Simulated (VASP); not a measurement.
A run of VASP 6.6.1 is set up as follows.

INCAR

```
PREC = Accurate
ENCUT = 600
EDIFF = 1E-6
ISMEAR = 0
SIGMA = 0.1
LREAL = False
LASPH = True
NELM = 80
ALGO = Normal
ISIF = 3
LWAVE = False
LCHARG = False
GGA = PE
IBRION = 2
NSW = 90
EDIFFG = -0.04
```

Contents of KPOINTS:

```
Automatic mesh
0
Gamma
  3 3 6
```

POSCAR

```
GeP5
1.0
    5.9654013697      0.0000000000      0.0000000000
   -2.9827006848      5.1661891299      0.0000000000
    0.0000000000      0.0000000000      3.3496830470
Ge P
1 5
Direct
    0.0000000000      0.0000000000      0.0000000000
    0.5000000000      0.0000000000      0.0000000000
    0.0000000000      0.5000000000      0.0000000000
    0.5000000000      0.5000000000      0.0000000000
    0.3333333333      0.6666666667      0.5000000000
    0.6666666667      0.3333333333      0.5000000000
```

Potentials or basis: VASP PAW PBE potentials, release 64 (Ge_d, P).

The run is started by

```bash
$ cat potpaw_PBE.64/Ge_d/POTCAR potpaw_PBE.64/P/POTCAR > POTCAR
$ mpirun -np 1 vasp_std > vasp.out
```

Question: Predict the space group after relaxing (to 0.1 Å).

Answer: P6/mmm (No. 191).

Question: Predict the band gap on the k mesh.

Answer: Zero (an odd number of electrons rules out a gap without spin polarisation).

Question: Estimate the relaxed volume.

Answer: 17.12 Å³/atom.

Stress tensor (GPa, compression positive):
```
0.11 0.00 0.00
0.00 0.11 0.00
0.00 0.00 0.32
```

Caveat: the k points lie up to 0.41 Å⁻¹ apart in the final cell, too coarse for converged energies and pressures of a metal; an odd number of electrons without spin polarisation forces a metal; a magnetic or distorted state may lie lower.
